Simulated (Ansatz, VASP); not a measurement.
# Pd in VASP and in Ansatz

INCAR

```
ALGO = Fast
EDIFF = 1E-6
ENCUT = 520
GGA = PE
ISIF = 2
ISMEAR = 0
LASPH = True
LCHARG = False
LREAL = False
LWAVE = False
NBANDS = 11
NELM = 80
PREC = Accurate
SIGMA = 0.15
```

KPOINTS

```
k-points
0
Gamma
  20 20 20
```

File POSCAR:

```
Pd
1.0
    0.0000000000      1.8476550000      1.9935225000
    1.8476550000      0.0000000000      1.9935225000
    1.8476550000      1.8476550000      0.0000000000
Pd
1
Direct
    0.0000000000      0.0000000000      0.0000000000
```

Input for Ansatz:

```yaml
crystal:
  lattice:
    - [0.0, 1.847655, 1.9935225]
    - [1.847655, 0.0, 1.9935225]
    - [1.847655, 1.847655, 0.0]
  atoms:
    - { symbol: Pd, position: [0.0, 0.0, 0.0] }
basis:
  ecutwfc: 420
kpoints:
  mp_grid: { grid: [20, 20, 20] }
hamiltonian:
  xc: pbe
scf:
  occupations: { method: gaussian, width: 0.15 }
output:
  forces: true
  stress: true
  eigenvalues: true
```

Change from the starting cell: strain -0.050 along x and y, +0.025 along z, atoms carried along.

Alike in both runs: task single point; functional PBE; k mesh 20 × 20 × 20; occupations gaussian, width 0.15 eV; no spin polarisation.

|  | VASP | Ansatz |
| --- | --- | --- |
| version | VASP 6.6.1 | Ansatz 0.2.0 |
| potentials or method | VASP PAW PBE potentials, release 64 (Pd), cutoff 520 eV | scalar-relativistic, plane waves, PAW |
| valence electrons in the cell | 10 | 18 |

|  | VASP | Ansatz | Ansatz less VASP |
| --- | --- | --- | --- |
| gap on the k mesh at the Fermi level (eV) | none | none | - |
| pressure (GPa) | 27.7 | 28.2 | +0.46 |
| traceless stress, the component that is largest in VASP (GPa) | -5.11 | -5.20 | -0.092 |

A gap of «none» marks a metal or a gap that the smearing closes. VASP's potentials hold 10 valence electrons a cell and Ansatz's 18, so a difference there can come from the potentials and not from the codes.
